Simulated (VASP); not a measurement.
O: single point with r2SCAN

Crystal: O.

```
CELL_PARAMETERS angstrom
2.85140 -1.66242 0.00000
2.85140 1.66242 0.00000
-2.39449 0.00000 3.64705
ATOMIC_POSITIONS crystal
O 0.97455 0.97455 0.84443
O 0.02545 0.02545 0.15557
```

```json
{
 "Program": "VASP 6.6.1",
 "Task": "single point",
 "Functional": "r2SCAN",
 "Potentials or basis": "VASP PAW PBE potentials, release 64 (O)",
 "Cutoff": "520 eV",
 "k mesh": "10 × 10 × 7",
 "Occupations": "fermi-dirac, width 0.05 eV",
 "Spin": "no spin polarisation"
}
```

- Pressure: -2.6 GPa
- Largest force: 0.296 eV/Å
- Band gap on the k mesh: zero (band 6 reaches -2.03 eV, above the bottom of band 7 at -2.31 eV)

Forces in eV/Å, atoms in the order of the input:
```
O   -0.053  0.000 -0.291
O    0.053  0.000  0.291
```

Stress tensor (GPa, compression positive):
```
-1.14  0.00  0.35
 0.00 -4.65  0.00
 0.35  0.00 -2.12
```

Levels at points of the mesh, in eV from the Fermi level:
```tsv
k point	band 2	band 3	band 4	band 5	band 6	band 7	band 8	band 9	band 10	band 11
(0.00, 0.00, 0.00)	-14.76	-8.08	-6.55	-6.52	-0.10	0.19	7.31	11.20	15.15	16.27
(0.50, 0.00, 0.00)	-14.79	-7.66	-7.61	-6.68	-0.28	0.13	10.48	11.48	12.05	15.87
(0.50, 0.50, 0.00)	-14.97	-7.57	-7.40	-6.90	-0.02	0.38	10.48	11.25	12.28	13.25
```

Wall time 4.6 min on 1 thread of Intel(R) Xeon(R) Platinum 8259CL CPU @ 2.50GHz (Skylake/Cascade Lake), with other jobs on the host, peak memory 0.2 GiB.

Caveat: the standard files for N, O and F lose accuracy on very short bonds; spin is off for a triplet molecule; the PAW data sets were made with another functional, which shifts forces and pressure a little.
